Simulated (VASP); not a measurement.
## Pb: single point with PBEsol

Pb:

```xyz
1
Lattice="3.1917 0.0000 0.0000 0.0000 3.1917 0.0000 0.0000 0.0000 3.1917" Properties=species:S:1:pos:R:3 pbc="T T T"
Pb    0.0000    0.0000    0.0000
```

```
Program             : VASP 6.6.1
Task                : single point
Functional          : PBEsol
Potentials or basis : VASP PAW PBE potentials, release 64 (Pb_d)
Cutoff              : 520 eV
k mesh              : 6 × 6 × 6
Occupations         : gaussian, width 0.1 eV
Spin                : no spin polarisation
```

* Pressure: -0.6 GPa
* Band gap on the k mesh: zero (band 7 reaches 11.16 eV, above the bottom of band 8 at 4.21 eV)

Levels at points of the mesh, in eV from the Fermi level:
```
           k point  band 3  band 4  band 5  band 6  band 7  band 8  band 9  band 10  band 11  band 12
(0.00, 0.00, 0.00)  -16.37  -16.37  -16.37  -11.26    5.24    5.24    5.24     8.21     9.68     9.68
(0.50, 0.00, 0.00)  -16.54  -16.54  -16.36   -8.71   -3.94    7.65    7.65    10.94    11.20    12.29
(0.50, 0.50, 0.00)  -16.52  -16.52  -16.17   -6.25   -1.71   -1.71    3.66    10.34    13.20    13.20
(0.50, 0.50, 0.50)  -16.75  -16.16  -16.16   -3.71    0.44    0.44    0.44     6.67     6.67     6.67
```

It took 12 s on 1 thread of AMD EPYC 7R13 (shared host), peak memory 0.11 GiB.

Caveat: the PAW data sets were made with another functional, which shifts forces and pressure a little; spin-orbit coupling is left out, which moves the levels of the heavy elements.
